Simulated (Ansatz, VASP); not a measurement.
**One calculation of TaH4, two programs**

```
Ta H
1.0
     2.44005   -1.45319   -0.00690
     2.44005    1.45319   -0.00690
    -1.60680    0.00000    9.27959
Ta H
1 4
Direct
  0.50000 0.50000 0.00000
  0.94932 0.94932 0.52567
  0.79518 0.79518 0.87668
  0.20482 0.20482 0.12332
  0.05068 0.05068 0.47433
```

Alike in both runs: task relaxation of cell and atoms; functional PBE; k mesh 12 × 12 × 4; occupations gaussian, width 0.1 eV; no spin polarisation.

```csv
,VASP,Ansatz
version,VASP 6.6.1,Ansatz 0.2.0
potentials or method,"VASP PAW PBE potentials, release 64 (Ta_pv, H), cutoff 600 eV","scalar-relativistic, plane waves, PAW"
valence electrons in the cell,15,17
```

|  | VASP | Ansatz | Ansatz less VASP |
| --- | --- | --- | --- |
| gap on the k mesh at the Fermi level, each at its own relaxed structure (eV) | none | none | - |
| relaxed volume (Å³/atom) | 13.16 | 13.16 | -0.001 |
| relaxed length of the cell vector where the two differ most in proportion (Å) | 9.418 | 9.418 | -0.0005 |

A gap of «none» marks a metal or a gap that the smearing closes. VASP's potentials hold 15 valence electrons a cell and Ansatz's 17, so a difference there can come from the potentials and not from the codes.

Neither program's run includes spin-orbit coupling.
